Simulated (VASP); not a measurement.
Write the native input for VASP 6.6.1 that does the following.

| Item | Value |
| --- | --- |
| Task | single point |
| Functional | LDA |
| Potentials or basis | VASP PAW LDA potentials, release 64 (Ti_sv, B) |
| Cutoff | 520 eV |
| k mesh | 13 × 13 × 13 |
| Occupations | fermi-dirac, width 0.05 eV |
| Spin | no spin polarisation |
| Dipole correction | no |
| Further INCAR settings | ALGO = Normal; EDIFF = 1e-07; NBANDS = 14 |

The structure of TiB lies in POSCAR:

```
TiB
1.0
    0.0000000000      2.0726046273      2.0726046273
    2.0726046273      0.0000000000      2.0726046273
    2.0726046273      2.0726046273      0.0000000000
Ti B
1 1
Direct
    0.7500000000      0.7500000000      0.7500000000
    0.0000000000      0.0000000000      0.0000000000
```

This cell differs from its parent crystal: volume scaled by 0.96.

The input as run:

INCAR

```
SYSTEM = TiB
PREC = Accurate
ENCUT = 520
EDIFF = 1E-7
ISMEAR = -1
SIGMA = 0.05
LREAL = .FALSE.
LASPH = .TRUE.
NELM = 80
ALGO = Normal
ISIF = 2
LWAVE = .FALSE.
LCHARG = .FALSE.
GGA = CA
NBANDS = 14
```

KPOINTS

```
Automatic mesh
0
G
  13 13 13
  0 0 0
```

Potentials or basis: VASP PAW LDA potentials, release 64 (Ti_sv, B).

The run is started by

```sh
$ cat potpaw_LDA.64/Ti_sv/POTCAR potpaw_LDA.64/B/POTCAR > POTCAR
$ mpirun -np 1 vasp_std > vasp.out
```

Results of the run:

```json
{
  "Pressure": "123.4 GPa"
}
```

Run time: 14 s on 1 thread of AMD EPYC 9R45 96-Core Processor (Zen 5), with other jobs on the host, peak memory 0.11 GiB.
